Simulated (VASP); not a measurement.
LiF:

```
CELL_PARAMETERS angstrom
3.28008 0.00000 0.00000
-1.64004 2.84063 0.00000
0.00000 0.00000 3.99960
ATOMIC_POSITIONS crystal
Li 0.33333 0.66667 0.25000
Li 0.66667 0.33333 0.75000
F 0.66667 0.33333 0.25000
F 0.33333 0.66667 0.75000
```

Base run:

```yaml
Program: VASP 6.6.1
Functional: PBE
Potentials_or_basis: VASP PAW PBE potentials, release 64 (Li_sv, F)
Cutoff: 520 eV
k_mesh: 6 × 6 × 4
Occupations: gaussian, width 0.01 eV
Spin: no spin polarisation
```

Its results: band gap on the k mesh 7.82 eV.

Q: The run is repeated on the same cell with these changes: functional from PBE to HSE06. What comes out?

A: Band gap on the k mesh 9.96 eV.

